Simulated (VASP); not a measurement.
# Ge (Fm-3m) in VASP: single point with PBEsol+D4

Aim: the single point of Ge with PBEsol+D4.

Program: VASP 6.6.1. These are calculated values, not measurements. Logs are shortened: lines on timing, memory, paths and dates and some standing lists are left out, and cuts for length are marked.

## Step 1: The cell of the first run

The structure is cubic, space group Fm-3m (No. 225). Conventional cell: a = 8.622 Å, b = 8.622 Å, c = 8.622 Å, α = 90.00°, β = 90.00°, γ = 90.00°.

## Step 2: Single point, PBEsol+D4

File INCAR:

```
SYSTEM = Ge
PREC = Accurate
ENCUT = 500
EDIFF = 1E-6
ISMEAR = -1
SIGMA = 0.1
LREAL = .FALSE.
LASPH = .TRUE.
NELM = 120
ALGO = Normal
ISIF = 2
LWAVE = .FALSE.
LCHARG = .TRUE.
GGA = PS
IVDW = 13
LELF = .TRUE.
LVHAR = .TRUE.
NBANDS = 13
GGA_COMPAT = .FALSE.
```

File KPOINTS:

```
regular mesh
0
G
  5 5 5
  0 0 0
```

File POSCAR:

```
Ge
1.0
    0.0000000000      4.3110110000      4.3110110000
    4.3110110000      0.0000000000      4.3110110000
    4.3110110000      4.3110110000      0.0000000000
Ge
1
Direct
    0.0000000000      0.0000000000      0.0000000000
```

Potentials or basis: VASP PAW PBE potentials, release 64 (Ge_d).

The run is started by

```
> cat potpaw_PBE.64/Ge_d/POTCAR > POTCAR
> mpirun -np 1 vasp_std > vasp.out
```

OUTCAR:

```text
SYSTEM = Ge
   PREC = Accurate
   ENCUT = 500
   EDIFF = 1E-6
   ISMEAR = -1
   LREAL = .FALSE.
   LASPH = .TRUE.
   NELM = 120
   ISIF = 2
   GGA = PS
   IVDW = 13

 ion  position               nearest neighbor table
   1  0.000  0.000  0.000-

  LATTYP: Found a face centered cubic cell.
 ALAT       =     8.6220220000

  Lattice vectors:

 A1 = (   0.0000000000,   4.3110110000,   4.3110110000)
 A2 = (   4.3110110000,   0.0000000000,   4.3110110000)
 A3 = (   4.3110110000,   4.3110110000,   0.0000000000)

Analysis of symmetry for initial positions (statically):
=====================================================================
 Subroutine PRICEL returns:
 Original cell was already a primitive cell.

 Routine SETGRP: Setting up the symmetry group for a
 face centered cubic supercell.

 Subroutine GETGRP returns: Found 48 space group operations
 (whereof 48 operations were pure point group operations)
 out of a pool of 48 trial point group operations.

The static configuration has the point symmetry O_h .

Analysis of symmetry for dynamics (positions and initial velocities):
=====================================================================
 Subroutine PRICEL returns:
 Original cell was already a primitive cell.

 Routine SETGRP: Setting up the symmetry group for a
 face centered cubic supercell.

 Subroutine GETGRP returns: Found 48 space group operations
 (whereof 48 operations were pure point group operations)
 out of a pool of 48 trial point group operations.

The dynamic configuration has the point symmetry O_h .

 Subroutine INISYM returns: Found 48 space group operations
 (whereof 48 operations are pure point group operations),
 and found     1 'primitive' translations

----------------------------------------------------------------------------------------

                                     Primitive cell

  volume of cell :     160.2387

  direct lattice vectors                    reciprocal lattice vectors
     0.000000000  4.311011000  4.311011000    -0.115982075  0.115982075  0.115982075
     4.311011000  0.000000000  4.311011000     0.115982075 -0.115982075  0.115982075
     4.311011000  4.311011000  0.000000000     0.115982075  0.115982075 -0.115982075

  length of vectors
     6.096690224  6.096690224  6.096690224     0.200886846  0.200886846  0.200886846

  position of ions in fractional coordinates (direct lattice)
     0.000000000  0.000000000  0.000000000

  ion indices of the primitive-cell ions
   primitive index   ion index
                 1           1

----------------------------------------------------------------------------------------

 KPOINTS: regular mesh

Automatic generation of k-mesh.
 Grid dimensions read from file:
 generate k-points for:    5    5    5

 Generating k-lattice:

  Cartesian coordinates                     Fractional coordinates (reciprocal lattice)
    -0.023196415  0.023196415  0.023196415     0.200000000  0.000000000  0.000000000
     0.023196415 -0.023196415  0.023196415     0.000000000  0.200000000  0.000000000
     0.023196415  0.023196415 -0.023196415     0.000000000  0.000000000  0.200000000

  Length of vectors
     0.040177369  0.040177369  0.040177369

  Shift w.r.t. Gamma in fractional coordinates (k-lattice)
     0.000000000  0.000000000  0.000000000

 Subroutine IBZKPT returns following result:
 ===========================================

 Found     10 irreducible k-points:

 Following reciprocal coordinates:
            Coordinates               Weight
  0.000000  0.000000  0.000000      1.000000
  0.200000  0.000000  0.000000      8.000000
  0.400000  0.000000  0.000000      8.000000
  0.200000  0.200000  0.000000      6.000000
  0.400000  0.200000  0.000000     24.000000
 -0.400000  0.200000  0.000000     24.000000
 -0.200000  0.200000  0.000000     12.000000
  0.400000  0.400000  0.000000      6.000000
 -0.400000  0.400000  0.000000     12.000000
 -0.400000  0.400000  0.200000     24.000000
   k-points           NKPTS =     10   k-points in BZ     NKDIM =     10   number of bands    NBANDS=     13
   number of dos      NEDOS =    301   number of ions     NIONS =      1
   total plane-waves  NPLWV = 110592
   dimension x,y,z NGX =    48 NGY =   48 NGZ =   48
   dimension x,y,z NGXF=    96 NGYF=   96 NGZF=   96
   ions per type =               1
   NGX,Y,Z   is equivalent  to a cutoff of  13.09, 13.09, 13.09 a.u.
   NGXF,Y,Z  is equivalent  to a cutoff of  26.18, 26.18, 26.18 a.u.
 SYSTEM =  Ge
   PREC   = accura    normal or accurate (medium, high low for compatibility)
   ISTART =      0    job   : 0-new  1-cont  2-samecut
   ICHARG =      2    charge: 1-file 2-atom 10-const
   ISPIN  =      1    spin polarized calculation?
   LNONCOLLINEAR =      F non collinear calculations
   LSORBIT =      F    spin-orbit coupling
   LASPH  =      T    aspherical Exc in radial PAW
   ENCUT  =  500.0 eV  36.75 Ry    6.06 a.u.  11.12 11.12 11.12*2*pi/ulx,y,z
   NELM   =    120;   NELMIN=  2; NELMDL= -5     # of ELM steps
   EDIFF  = 0.1E-05   stopping-criterion for ELM
   LREAL  =      F    real-space projection
   EDIFFG = 0.1E-04   stopping-criterion for IOM
   NSW    =      0    number of steps for IOM
   IBRION =     -1    ionic relax: 0-MD 1-quasi-New 2-CG
   NFREE  =      0    steps in history (QN), initial steepest desc. (CG)
   ISIF   =      2    stress and relaxation
   ISYM   =      2    0-nonsym 1-usesym 2-fastsym
   POTIM  = 0.5000    time-step for ionic-motion
   TEBEG  =    0.0;   TEEND  =   0.0 temperature during run
   PSTRESS=    0.0 pullay stress
   NELECT =      14.0000    total number of electrons
   NUPDOWN=      -1.0000    fix difference up-down
   EMIN   =  10.00;   EMAX   =-10.00  energy-range for DOS
   EFERMI =   0.00;   METHOD = LEGACY
   ISMEAR =    -1;   SIGMA  =   0.10  broadening in eV -4-tet -1-fermi 0-gaus
   EFERMI_NEDOS =   21; number of points for ismear=-14 and -15
   IALGO  =     38    algorithm
   IMIX   =      4    mixing-type and parameters
     AMIX     =   0.40;   BMIX     =  1.00
     AMIX_MAG =   1.60;   BMIX_MAG =  1.00
  volume/ion in A,a.u.               =     160.24      1081.34
  Fermi-wavevector in a.u.,A,eV,Ry     =   0.726432  1.372758  7.179844  0.527704
  Thomas-Fermi vector in A             =   1.817404
   LORBIT       =      0    0 simple, 1 ext, 2 COOP (PROOUT), +10 PAW based schemes
   GGA     = PS    functional components
   LHFCALC =     F    Hartree Fock is set to
   AEXX    =    0.0000 exact exchange contribution
   IVDW    =    13    specifies the selected vdW correction
   LEPSILON=     F    determine dielectric tensor
   LRPA    =     F    only Hartree local field effects (RPA)
 non-spin polarized calculation
  energy-cutoff  :      500.00
  volume of cell :      160.24
 maximum number of plane-waves:      4088
 NGX is ok and might be reduce to    48
   NGX = 23   NGY = 23   NGZ = 23

 number of electron      14.0000011 magnetization

 Free energy of the ion-electron system (eV)
  ---------------------------------------------------
  ext. energy  EPLUGINS =         0.00000000
  ---------------------------------------------------
  free energy    TOTEN  =        -0.57879913 eV

  energy without entropy =       -0.32874412  energy(sigma->0) =       -0.45377162

 E-fermi :  -2.7339     XC(G=0):  -3.7899

 val. band max:       -2.7850363215   @ k =  -0.2000   0.2000   0.0000
 cond. band min:      -2.6857053174   @ k =  -0.4000   0.4000   0.2000
 fundamental gap:      0.0993310042
 Fermi energy:        -2.7338521161

 k-point     1 :       0.0000    0.0000    0.0000
  band No.  band energies     occupation
      1     -28.1731      2.00000
      2     -28.1731      2.00000
      3     -28.1730      2.00000
      4     -28.1730      2.00000
      5     -28.1730      2.00000
      6     -10.5715      2.00000
      7      -2.3744      0.05350
      8      -2.3744      0.05350
      9      -2.3744      0.05350
     10      -0.0835      0.00000
     11       3.7006      0.00000
     12       3.7006      0.00000
     13       3.7006      0.00000

 k-point     2 :       0.2000    0.0000    0.0000
  band No.  band energies     occupation
      1     -28.1731      2.00000
      2     -28.1731      2.00000
      3     -28.1730      2.00000
      4     -28.1730      2.00000
      5     -28.1730      2.00000
      6     -10.5598      2.00000
      7      -2.6313      0.52786
      8      -2.3983      0.06742
      9      -2.3983      0.06742
     10       0.4023      0.00000
     11       3.0119      0.00000
     12       3.7877      0.00000
     13       3.7877      0.00000

 k-point     3 :       0.4000    0.0000    0.0000
  band No.  band energies     occupation
      1     -28.1731      2.00000
      2     -28.1731      2.00000
      3     -28.1730      2.00000
      4     -28.1730      2.00000
      5     -28.1730      2.00000
      6     -10.5405      2.00000
      7      -2.9430      1.78017
      8      -2.4355      0.09634
      9      -2.4355      0.09634
     10       1.1457      0.00000
     11       2.5468      0.00000
     12       3.5394      0.00000
     13       3.5394      0.00000
[... 81 lines left out ...]
 k-point     9 :      -0.4000    0.4000    0.0000
  band No.  band energies     occupation
      1     -28.1731      2.00000
      2     -28.1731      2.00000
      3     -28.1731      2.00000
      4     -28.1731      2.00000
      5     -28.1731      2.00000
      6     -10.5265      2.00000
      7      -2.8719      1.59800
      8      -2.6829      0.75044
      9      -2.5453      0.26343
     10       1.7109      0.00000
     11       2.3108      0.00000
     12       2.9404      0.00000
     13       4.0446      0.00000

 k-point    10 :      -0.4000    0.4000    0.2000
  band No.  band energies     occupation
      1     -28.1731      2.00000
      2     -28.1731      2.00000
      3     -28.1731      2.00000
      4     -28.1731      2.00000
      5     -28.1730      2.00000
      6     -10.5289      2.00000
      7      -2.8365      1.47231
      8      -2.6857      0.76381
      9      -2.5487      0.27133
     10       1.8919      0.00000
     11       2.4849      0.00000
     12       2.5474      0.00000
     13       3.6641      0.00000

------------------------ aborting loop because EDIFF is reached ----------------------------------------

  DFT-D4 for vdW energy calculation

  Edisp (eV):   -0.04290

  FORCE on cell =-STRESS in cart. coord.  units (eV):
  Direction    XX          YY          ZZ          XY          YZ          ZX
  --------------------------------------------------------------------------------------
  -------------------------------------------------------------------------------------
  Total      -0.73375    -0.73375    -0.73375    -0.00000     0.00000     0.00000
  in kB      -7.33655    -7.33655    -7.33655    -0.00000     0.00000     0.00000
  external pressure =       -7.34 kB  Pullay stress =        0.00 kB

 VOLUME and BASIS-vectors are now :
 -----------------------------------------------------------------------------
  energy-cutoff  :      500.00
  volume of cell :      160.24
      direct lattice vectors                 reciprocal lattice vectors
     0.000000000  4.311011000  4.311011000    -0.115982075  0.115982075  0.115982075
     4.311011000  0.000000000  4.311011000     0.115982075 -0.115982075  0.115982075
     4.311011000  4.311011000  0.000000000     0.115982075  0.115982075 -0.115982075

 POSITION                                       TOTAL-FORCE (eV/Angst)
 -----------------------------------------------------------------------------------
      0.00000      0.00000      0.00000         0.000000      0.000000      0.000000
 -----------------------------------------------------------------------------------
    total drift:                               -0.000000     -0.000000     -0.000000

  FREE ENERGIE OF THE ION-ELECTRON SYSTEM (eV)
  ---------------------------------------------------
  free  energy   TOTEN  =        -0.6216975353 eV

  energy  without entropy=       -0.3716425245  energy(sigma->0) =       -0.49667003
```

It took 41 s on 1 thread of AMD EPYC 7R43 (Zen 3), shared host; peak memory 0.26 GiB.

What came out:

```
Free energy                : -0.6217 eV
Pressure                   : -0.7 GPa
Band gap on the k mesh     : zero (band 7 reaches -2.37 eV, above the bottom of band 8 at -2.69 eV)
Dispersion energy per atom : -0.043 eV
```

Caveat: the PAW data sets were made with another functional, which shifts forces and pressure a little; pairwise dispersion overbinds metals, which lowers pressure and volume.
